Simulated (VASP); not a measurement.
Wanted: the native input for a VASP 6.6.1 run.

| Property | Result |
| --- | --- |
| Task | electric field gradients |
| Functional | PBE |
| Potentials or basis | VASP PAW PBE potentials, release 64 (Sr_sv, Cl) |
| Cutoff | 520 eV |
| k mesh | 6 × 6 × 6 |
| Occupations | fermi-dirac, width 0.02 eV |
| Spin | no spin polarisation |
| Dipole correction | no |
| Further INCAR settings | ALGO = Normal; EDIFF = 1e-08; NBANDS = 19 |

The structure of SrCl2 lies in POSCAR:

```
SrCl2
1.0
    0.0000000000      3.5192138340      3.5192138340
    3.5192138340      0.0000000000      3.5192138340
    3.5192138340      3.5192138340      0.0000000000
Sr Cl
1 2
Direct
    0.0000000000      0.0000000000      0.0000000000
    0.2500000000      0.2500000000      0.2500000000
    0.7500000000      0.7500000000      0.7500000000
```

These files were run (other wordings do the same):

INCAR

```
ALGO     = Normal         # electronic algorithm
EDIFF    = 1E-8           # SCF threshold, eV
ENCUT    = 520            # plane-wave cutoff, eV
GGA      = PE             # functional
ISIF     = 2              # what is computed and relaxed
ISMEAR   = -1             # smearing method
LASPH    = T              # aspherical terms in the spheres
LCHARG   = F              # write CHGCAR
LEFG     = T            
LREAL    = F              # projectors in reciprocal space
LWAVE    = F              # write WAVECAR
NBANDS   = 19             # bands
NELM     = 80             # most SCF steps
PREC     = Accurate       # precision mode
SIGMA    = 0.02           # smearing width, eV
```

KPOINTS

```
k-points
0
Gamma
  6 6 6
```

Potentials or basis: VASP PAW PBE potentials, release 64 (Sr_sv, Cl).

Run with:

```console
$ cat potpaw_PBE.64/Sr_sv/POTCAR potpaw_PBE.64/Cl/POTCAR > POTCAR
$ mpirun -np 1 vasp_std > vasp.out
```

Results of the run:

The pressure is 0.1 GPa, the band gap on the k mesh is 5.24 eV (least direct gap 5.52 eV) and the largest electric field gradient by atom is under 0.05 V/Å² on every atom.

It took 69 s on 1 thread of Intel Xeon 8259CL, on a shared host, peak memory 0.24 GiB.
